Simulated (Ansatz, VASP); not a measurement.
**One calculation of AlNi, two programs**

```
Al Ni
1.0
     2.02139   -2.02140    0.00000
     2.02139    2.02140    0.00000
     0.00000    0.00000    2.86910
Al Ni
1 1
Direct
  0.00000 0.00000 0.00000
  0.50000 0.50000 0.50000
```

Alike in both runs: functional PBEsol; k mesh 16 × 16 × 14; occupations gaussian, width 0.1 eV; no spin polarisation.

Ansatz relaxed the structure, and its values are those at the end. VASP's run is a single point on that final structure, the one shown.

|  | VASP | Ansatz |
| --- | --- | --- |
| version | VASP 6.6.1 | Ansatz 0.2.0 |
| potentials or method | VASP PAW PBE potentials, release 64 (Al, Ni), cutoff 520 eV | scalar-relativistic, plane waves, PAW |
| valence electrons in the cell | 13 | 21 |

|  | VASP | Ansatz | Ansatz less VASP |
| --- | --- | --- | --- |
| gap on the k mesh at the Fermi level (eV) | none | none | - |
| pressure (GPa) | -0.1 | 0.0 | +0.15 |

VASP's potentials were made for PBE, not for PBEsol. A gap of «none» marks a metal or a gap that the smearing closes. The functional is the same, so the differences come from potentials, cutoffs and numerics. VASP's potentials hold 13 valence electrons a cell and Ansatz's 21, so a difference there can come from the potentials and not from the codes.
